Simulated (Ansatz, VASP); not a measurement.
# One calculation of CdS, two programs

File INCAR:

```
SYSTEM = CdS
PREC = Accurate
ENCUT = 500
EDIFF = 1E-6
ISMEAR = 1
SIGMA = 0.001
LREAL = .False.
LASPH = .True.
NELM = 120
ALGO = Normal
ISIF = 2
LWAVE = .False.
LCHARG = .False.
GGA = PE
NBANDS = 16
GGA_COMPAT = .False.
```

Contents of KPOINTS:

```
Automatic mesh
0
Gamma
  6 6 6
  0 0 0
```

POSCAR

```
CdS
1.0
    3.3869086123      0.0000000000      0.0000000000
    0.0000000000      3.3869086123      0.0000000000
    0.0000000000      0.0000000000      3.3869086123
Cd S
1 1
Direct
    0.0000000000      0.0000000000      0.0000000000
    0.5000000000      0.5000000000      0.5000000000
```

Input for Ansatz:

```yaml
crystal:
  lattice:
    - [3.3869086123, 0.0, 0.0]
    - [0.0, 3.3869086123, 0.0]
    - [0.0, 0.0, 3.3869086123]
  atoms:
    - { symbol: Cd, position: [0.0, 0.0, 0.0] }
    - { symbol: S, position: [0.5, 0.5, 0.5] }
kpoints:
  mp_grid: { grid: [6, 6, 6] }
hamiltonian:
  xc: pbe
scf:
  occupations: { method: methfessel_paxton, width: 0.001 }
  n_extra_bands: 4
output:
  forces: true
  stress: true
  eigenvalues: true
```

Alike in both runs: task single point; functional PBE; k mesh 6 × 6 × 6; occupations methfessel-paxton of order 1, width 0.001 eV; no spin polarisation.

```csv
,VASP,Ansatz
version,VASP 6.6.1,Ansatz 0.2.0
potentials or method,"VASP PAW PBE potentials, release 64 (Cd, S)",plane waves
plane-wave cutoff (eV),500,420
valence electrons in the cell,18,26
```

Ansatz gave:

| Quantity | Value |
| --- | --- |
| pressure (GPa) | 1.7 |

Q: Estimate VASP's values.

A: Pressure (GPa): 2.1.

VASP's potentials hold 18 valence electrons a cell and Ansatz's 26, so a difference there can come from the potentials and not from the codes.
